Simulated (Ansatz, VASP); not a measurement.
One calculation of SiC, two programs

Contents of INCAR:

```
PREC = Accurate ; ENCUT = 600
EDIFF = 1E-6 ; ISMEAR = -1
SIGMA = 0.05 ; LREAL = F
LASPH = T ; NELM = 120
ALGO = Normal ; ISIF = 2
LWAVE = F ; LCHARG = F
GGA = B5 ; ALDAX = 1.0
AGGAX = 1.0 ; AGGAC = 1.0
ALDAC = 0.0 ; NBANDS = 11
GGA_COMPAT = F
```

Contents of KPOINTS:

```
Automatic mesh
0
Gamma
  10 10 10
```

Contents of POSCAR:

```
SiC
1.0
    0.0000000000      2.1790000000      2.1790000000
    2.1790000000      0.0000000000      2.1790000000
    2.1790000000      2.1790000000      0.0000000000
Si C
1 1
Direct
    0.0000000000      0.0000000000      0.0000000000
    0.7500000000      0.7500000000      0.7500000000
```

input.yaml

```yaml
crystal:
  lattice:
    - [0.0, 2.179, 2.179]
    - [2.179, 0.0, 2.179]
    - [2.179, 2.179, 0.0]
  atoms:
    - { symbol: Si, position: [0.0, 0.0, 0.0] }
    - { symbol: C, position: [0.75, 0.75, 0.75] }
hamiltonian:
  xc: blyp
  pseudopotentials: { kind: paw }
kpoints:
  mp_grid: { grid: [10, 10, 10] }
scf:
  occupations: { method: fermi_dirac, width: 0.05 }
output:
  forces: true
  stress: true
  eigenvalues: true
```

Alike in both runs: task single point; functional BLYP; k mesh 10 × 10 × 10; occupations fermi-dirac, width 0.05 eV; no spin polarisation.

|  | VASP | Ansatz |
| --- | --- | --- |
| version | VASP 6.6.1 | Ansatz 0.2.0 |
| potentials or method | VASP PAW PBE potentials, release 64 (Si, C) | Ansatz PAW |
| plane-wave cutoff (eV) | 600 | 420 |
| valence electrons in the cell | 8 | 8 |

```tsv
	VASP	Ansatz	Ansatz less VASP
gap on the k mesh at the Fermi level (eV)	1.70	1.70	-0.004
least direct gap on the mesh (eV)	4.84	4.82	-0.016
pressure (GPa)	8.3	7.8	-0.47
```

VASP's potentials were made for PBE, not for BLYP.
